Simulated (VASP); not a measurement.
**Cr: single point with PBE**

Crystal: Cr.

```xyz
1
Lattice="0.0000 1.8143 1.8143 1.8143 0.0000 1.8143 1.8143 1.8143 0.0000" Properties=species:S:1:pos:R:3 pbc="T T T"
Cr    0.0000    0.0000    0.0000
```

```yaml
Program: VASP 6.6.1
Task: single point
Functional: PBE
Potentials_or_basis: VASP PAW PBE potentials, release 64 (Cr_pv)
Cutoff: 520 eV
k_mesh: 20 × 20 × 20
Occupations: gaussian, width 0.05 eV
Spin: collinear spin, ferromagnetic start
Starting_moments: "[2.0] μB"
Dipole_correction: no
Further_INCAR_settings: ALGO = Normal; EDIFF = 1e-06; NBANDS = 16
```

The pressure is -1.9 GPa, the band gap on the k mesh is zero (filled and empty bands overlap) and the net moment is 0.00 μB per cell. The valence electrons inside the program's atomic spheres are Cr 11.00.

Levels at points of the mesh, in eV from the Fermi level:
Spin up:
```tsv
k point	band 4	band 5	band 6	band 7	band 8	band 9
(0.00, 0.00, 0.00)	-7.47	-0.41	-0.41	-0.41	1.33	1.33
(0.50, 0.00, 0.00)	-3.87	-0.53	-0.53	0.82	2.52	2.52
(0.50, 0.50, 0.00)	-4.06	-3.23	2.49	2.83	2.83	3.69
```
Spin down:
| k point | band 4 | band 5 | band 6 | band 7 | band 8 | band 9 |
| --- | --- | --- | --- | --- | --- | --- |
| (0.00, 0.00, 0.00) | -7.47 | -0.41 | -0.41 | -0.41 | 1.33 | 1.33 |
| (0.50, 0.00, 0.00) | -3.87 | -0.53 | -0.53 | 0.82 | 2.52 | 2.52 |
| (0.50, 0.50, 0.00) | -4.06 | -3.23 | 2.49 | 2.83 | 2.83 | 3.69 |

Run time: 3.4 min on 1 thread of AMD EPYC 7R13, on a shared host, peak memory 0.16 GiB.

Caveat: the starting moments collapsed, and a magnetic state may lie lower.
